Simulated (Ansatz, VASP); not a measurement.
**Two plane-wave programs on GaN**

File INCAR:

```
PREC = Accurate
ENCUT = 520
EDIFF = 1E-6
ISMEAR = 0
SIGMA = 0.01
LREAL = False
LASPH = True
NELM = 80
ALGO = Normal
ISIF = 2
LWAVE = False
LCHARG = False
GGA = PS
NBANDS = 16
```

The input KPOINTS:

```
regular mesh
0
Gamma
  12 12 12
```

File POSCAR:

```
GaN
1.0
    0.0000000000      2.2535006100      2.2535006100
    2.2535006100      0.0000000000      2.2535006100
    2.2535006100      2.2535006100      0.0000000000
Ga N
1 1
Direct
    0.0000000000      0.0000000000      0.0000000000
    0.7500000000      0.7500000000      0.7500000000
```

Input for Ansatz:

```yaml
crystal:
  lattice:
    - [0.0, 2.25350061, 2.25350061]
    - [2.25350061, 0.0, 2.25350061]
    - [2.25350061, 2.25350061, 0.0]
  atoms:
    - { symbol: Ga, position: [0.0, 0.0, 0.0] }
    - { symbol: "N", position: [0.75, 0.75, 0.75] }
kpoints:
  mp_grid:
    grid: [12, 12, 12]
hamiltonian:
  xc: pbesol
scf:
  occupations:
    method: fixed
output:
  stress: true
```

Alike in both runs: task single point; functional PBEsol; k mesh 12 × 12 × 12; no spin polarisation.

|  | VASP | Ansatz |
| --- | --- | --- |
| version | VASP 6.6.1 | Ansatz 0.2.0 |
| potentials or method | VASP PAW PBE potentials, release 64 (Ga_d, N) | plane waves, PAW |
| plane-wave cutoff (eV) | 520 | 420 |
| occupations | gaussian, width 0.01 eV | fixed |
| valence electrons in the cell | 18 | 18 |

|  | VASP | Ansatz | Ansatz less VASP |
| --- | --- | --- | --- |
| pressure (GPa) | -1.3 | -1.1 | +0.20 |

VASP's potentials were made for PBE, not for PBEsol.
